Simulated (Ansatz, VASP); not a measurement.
One calculation of TiTe2, two programs

```
Ti Te
1.0
     3.73530    0.00000    0.00000
    -1.86765    3.23486    0.00000
     0.00000    0.00000   18.00000
Ti Te
1 2
Direct
  0.00000 0.00000 0.50000
  0.33333 0.66667 0.40098
  0.33333 0.66667 0.59902
```

Change from the starting cell: species swapped into a sheet of the LaBr2 type.

Alike in both runs: task single point; functional PBE; k mesh 6 × 6 × 1; occupations gaussian, width 0.1 eV; no spin polarisation.

```csv
,VASP,Ansatz
version,VASP 6.6.1,Ansatz 0.2.0
potentials or method,"VASP PAW PBE potentials, release 64 (Ti_sv, Te), cutoff 520 eV","scalar-relativistic, plane waves, PAW"
valence electrons in the cell,24,44
```

```csv
,VASP,Ansatz,Ansatz less VASP
gap on the k mesh at the Fermi level (eV),0.17,0.17,+0.001
least direct gap on the mesh (eV),0.51,0.51,+0.001
rms of the force components (eV/Å),0.034,0.027,-0.0070
```

Atom by atom the forces differ by 0.007 eV/Å (rms over components). VASP's potentials hold 24 valence electrons a cell and Ansatz's 44, so a difference there can come from the potentials and not from the codes. Ansatz's warnings: slab cell height set, structure snapped to symmetry.

Neither program's run includes spin-orbit coupling.
